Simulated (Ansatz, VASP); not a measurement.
## One calculation of Si, two programs

INCAR

```
PREC = Accurate
ENCUT = 500
EDIFF = 1E-6
ISMEAR = -1
SIGMA = 0.05
LREAL = False
LASPH = True
NELM = 120
ALGO = Normal
ISIF = 2
LWAVE = False
LCHARG = False
GGA = PE
NBANDS = 16
GGA_COMPAT = False
```

File KPOINTS:

```
regular mesh
0
Gamma
  10 10 6
```

File POSCAR:

```
Si
1.0
    3.8696301700      0.0000000000      0.0000000000
   -1.9348155900      3.3511981800      0.0000000000
    0.0000000000      0.0000000000      6.2078443290
Si
4
Direct
    0.3333333333      0.6666666667      0.0630090000
    0.6666666667      0.3333333333      0.5630100000
    0.3333333333      0.6666666667      0.4369910000
    0.6666666667      0.3333333333      0.9369900000
```

Input for Ansatz:

```yaml
crystal:
  lattice:
    - [3.8696301699999998, 0.0, 0.0]
    - [-1.93481559, 3.35119818, 0.0]
    - [0.0, 0.0, 6.2078443289873535]
  atoms:
    - { symbol: Si, position: [0.3333333333333333, 0.6666666666666666, 0.063009] }
    - { symbol: Si, position: [0.6666666666666666, 0.3333333333333333, 0.56301] }
    - { symbol: Si, position: [0.3333333333333333, 0.6666666666666666, 0.436991] }
    - { symbol: Si, position: [0.6666666666666666, 0.3333333333333333, 0.93699] }
basis:
  ecutwfc: 517.016338673772
kpoints:
  mp_grid:
    grid: [10, 10, 6]
hamiltonian:
  xc: pbe
  pseudopotentials:
    kind: paw
scf:
  convergence:
    dr2_threshold: 1.0e-09
  occupations:
    method: fermi_dirac
    width: 0.05
output:
  stress: true
```

Alike in both runs: task single point; functional PBE; k mesh 10 × 10 × 6; occupations fermi-dirac, width 0.05 eV; no spin polarisation.

|  | VASP | Ansatz |
| --- | --- | --- |
| version | VASP 6.6.1 | Ansatz 0.2.0 |
| potentials or method | VASP PAW PBE potentials, release 64 (Si), cutoff 500 eV | plane waves, PAW |
| valence electrons in the cell | 16 | 16 |

```tsv
	VASP	Ansatz	Ansatz less VASP
pressure (GPa)	1.5	1.6	+0.08
traceless stress, the component that is largest in VASP (GPa)	4.70	4.69	-0.004
```

Ansatz's warnings: stress scf threshold loose, structure snapped to symmetry.
